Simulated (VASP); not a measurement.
Wanted: the native input for a VASP 6.6.1 run.

```
Task                   : relaxation of cell and atoms
Functional             : PBE
Dispersion             : D3(BJ)
Potentials or basis    : VASP PAW PBE potentials, release 64 (Ge_d)
Cutoff                 : 600 eV
k mesh                 : 15 × 15 × 16
Occupations            : gaussian, width 0.1 eV
Spin                   : no spin polarisation
Dipole correction      : no
Further INCAR settings : ALGO = Normal; EDIFF = 1e-06; IBRION = 2; EDIFFG = -0.01; NSW = 100; ISIF = 3
```

The structure of Ge lies in POSCAR:

```
Ge
1.0
    4.1006093387      0.0000000000      0.0000000000
   -2.0503046694      3.5512318583      0.0000000000
    0.0000000000      0.0000000000      3.3015359317
Ge
2
Direct
    0.6666666667      0.3333333333      0.1483463282
    0.3333333333      0.6666666667      0.8516536718
```

The input as run:

INCAR

```
PREC = Accurate
ENCUT = 600
EDIFF = 1E-6
ISMEAR = 0
SIGMA = 0.1
LREAL = False
LASPH = True
NELM = 80
ALGO = Normal
ISIF = 3
LWAVE = False
LCHARG = False
GGA = PE
IVDW = 12
IBRION = 2
NSW = 100
EDIFFG = -0.01
```

KPOINTS

```
Automatic mesh
0
Gamma
  15 15 16
```

Potentials or basis: VASP PAW PBE potentials, release 64 (Ge_d).

The run is started by

```bash
$ cat potpaw_PBE.64/Ge_d/POTCAR > POTCAR
$ mpirun -np 1 vasp_std > vasp.out
```

Results of the run:

The relaxed volume is 24.09 Å³/atom, the relaxed cell is a = 4.089 Å, b = 4.089 Å, c = 3.327 Å, α = 90.00°, β = 90.00°, γ = 120.00° and the space group after relaxing (to 0.1 Å) is P-3m1 (No. 164). The energy gained by relaxing is 1.5 meV/atom and the ionic steps are 15. The pressure after relaxing is 0.0 GPa and the largest force after relaxing is 0.007 eV/Å. The band gap on the k mesh is zero (bands 14 and 15 overlap by 5.68 eV) and the dispersion energy per atom is -0.317 eV.

Run time: 57 min on 1 thread of Intel Xeon 8259CL, on a shared host, peak memory 0.48 GiB.
